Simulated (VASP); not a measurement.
Input of a VASP 6.6.1 run:

File INCAR:

```
SYSTEM = CsCl
PREC = Accurate ; ENCUT = 500
EDIFF = 1E-6 ; ISMEAR = 0
SIGMA = 0.02 ; LREAL = .FALSE.
LASPH = .TRUE. ; NELM = 120
ALGO = Normal ; ISIF = 2
LWAVE = .FALSE. ; LCHARG = .FALSE.
GGA = PE ; NBANDS = 15
GGA_COMPAT = .FALSE.
```

The input KPOINTS:

```
regular mesh
0
G
  6 6 6
  0 0 0
```

The input POSCAR:

```
CsCl
1.0
    4.0754924575      0.0000000000      0.0000000000
    0.0000000000      4.0754924575      0.0000000000
    0.0000000000      0.0000000000      4.0754924575
Cs Cl
1 1
Direct
    0.0000000000      0.0000000000      0.0000000000
    0.5000000000      0.5000000000      0.5000000000
```

Potentials or basis: VASP PAW PBE potentials, release 64 (Cs_sv, Cl).

The run is started by

```console
$ cat potpaw_PBE.64/Cs_sv/POTCAR potpaw_PBE.64/Cl/POTCAR > POTCAR
$ mpirun -np 1 vasp_std > vasp.out
```

(1) What does it give for the pressure?

(2) Estimate the band gap on the k mesh.

## Answers

(1) 1.8 GPa.

(2) 5.36 eV.

Caveat: spin-orbit coupling is left out, which moves the levels of the heavy elements.
